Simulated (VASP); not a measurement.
A run of VASP 6.6.1 is set up as follows.

The input INCAR:

```
SYSTEM = TaN
  PREC = Accurate
  ENCUT = 700
  EDIFF = 1E-6
  ISMEAR = 0
  SIGMA = 0.15
  LREAL = .FALSE.
  LASPH = .TRUE.
  NELM = 120
  ALGO = Normal
  ISIF = 2
  LWAVE = .FALSE.
  LCHARG = .FALSE.
  NBANDS = 16
  GGA_COMPAT = .FALSE.
```

File KPOINTS:

```
Automatic mesh
0
G
  18 18 18
  0 0 0
```

Contents of POSCAR:

```
TaN
1.0
    0.0000000000      2.2281815418      2.2281815418
    2.2281815418      0.0000000000      2.2281815418
    2.2281815418      2.2281815418      0.0000000000
Ta N
1 1
Direct
    0.4978278253      0.5021721747      0.5021721747
    0.0280609990     -0.0280609990     -0.0280609990
```

Potentials or basis: VASP PAW LDA potentials, release 64 (Ta_sv_GW, N).

Run with:

```bash
$ cat potpaw_LDA.64/Ta_sv_GW/POTCAR potpaw_LDA.64/N/POTCAR > POTCAR
$ mpirun -np 1 vasp_std > vasp.out
```

**Question.** Predict the band gap on the k mesh.

**Answer.** Zero (bands 9 and 10 overlap by 3.37 eV).

**Question.** Estimate the largest force.

**Answer.** 0.854 eV/Å.

Forces in eV/Å, atoms in the order of the input:
```
Ta  -0.854  0.000  0.000
N    0.854  0.000  0.000
```

Caveat: the cell differs from its parent crystal (atoms displaced along a vibrational mode, the cell strained); spin-orbit coupling is left out, which moves the levels of the heavy elements.
